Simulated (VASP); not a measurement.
Runs of VASP 6.6.1 on AlBSb2. The structure is that of space group I-42d (No. 122), or close to it. The cells are those of the table. 

| level | cell | gap on the mesh (eV) | pressure (GPa) | largest force (eV/Å) |
| --- | --- | --- | --- | --- |
| PBE | a = 6.878 Å, angles 130.5, 130.5, 72.6°, 8 atoms | (c) | 2.5 | 0.01 |
| PBE | a = 6.948 Å, angles 130.5, 130.5, 72.6°, 8 atoms | 0.64 | 0.3 | 0.01 |
| r2SCAN | a = 6.776 Å, angles 130.6, 130.6, 72.5°, 8 atoms | 0.76 | (a) | 0.02 |
| PBE | a = 7.085 Å, angles 130.5, 130.5, 72.6°, 8 atoms | 0.71 | (b) | 0.03 |
| PBE | a = 7.017 Å, angles 130.5, 130.5, 72.6°, 8 atoms | 0.68 | -1.7 | 0.02 |
| PBE | a = 6.917 Å, angles 130.6, 130.6, 72.5°, 8 atoms | 0.64 | 1.4 | 0.10 |

Alike in all rows: task single point; potentials or basis VASP PAW PBE potentials, release 64 (B, Sb, Al); no spin polarisation; k mesh 6 × 6 × 6; cutoff (eV) 520; smearing gaussian 0.01 eV.

**Question.** Fill in the values left out.

**Answer.** (a) 5.7; (b) -3.3; (c) 0.60.

Caveats: spin-orbit coupling is left out, which moves the levels of the heavy elements; the cell stands under pressure (at least some runs); the PAW data sets were made with another functional, which shifts forces and pressure a little (at least some runs); the cell stands under tension (at least some runs).

A k mesh can miss the band edges, and the runs leave out spin-orbit coupling on Sb.
